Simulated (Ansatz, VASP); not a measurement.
# One calculation of SiC, two programs

```
Si C
1.0
     0.00000    2.14201    2.14201
     2.14201    0.00000    2.14201
     2.14201    2.14201    0.00000
Si C
1 1
Direct
  0.00471 0.99529 0.00471
  0.73898 0.76102 0.73898
```

Change from the starting cell: mode 6 frozen in at -0.048 Å, equal normal strain along x, y and z -0.0167.

Alike in both runs: task single point; functional PBEsol; k mesh 10 × 10 × 10; occupations gaussian, width 0.05 eV; no spin polarisation.

|  | VASP | Ansatz |
| --- | --- | --- |
| version | VASP 6.6.1 | Ansatz 0.2.0 |
| potentials or method | VASP PAW PBE potentials, release 64 (Si, C), cutoff 520 eV | scalar-relativistic, plane waves, PAW |
| valence electrons in the cell | 8 | 8 |

```tsv
	VASP	Ansatz	Ansatz less VASP
gap on the k mesh at the Fermi level (eV)	0.87	0.88	+0.010
least direct gap on the mesh (eV)	4.33	4.34	+0.010
pressure (GPa)	13.4	13.0	-0.40
traceless stress, the component that is largest in VASP (GPa)	-6.32	-6.26	+0.052
rms of the force components (eV/Å)	0.832	0.830	-0.0020
```

VASP's potentials were made for PBE, not for PBEsol. Atom by atom the forces differ by 0.002 eV/Å (rms over components). With one functional, cell and mesh, what is left measures potentials, basis and numerics.
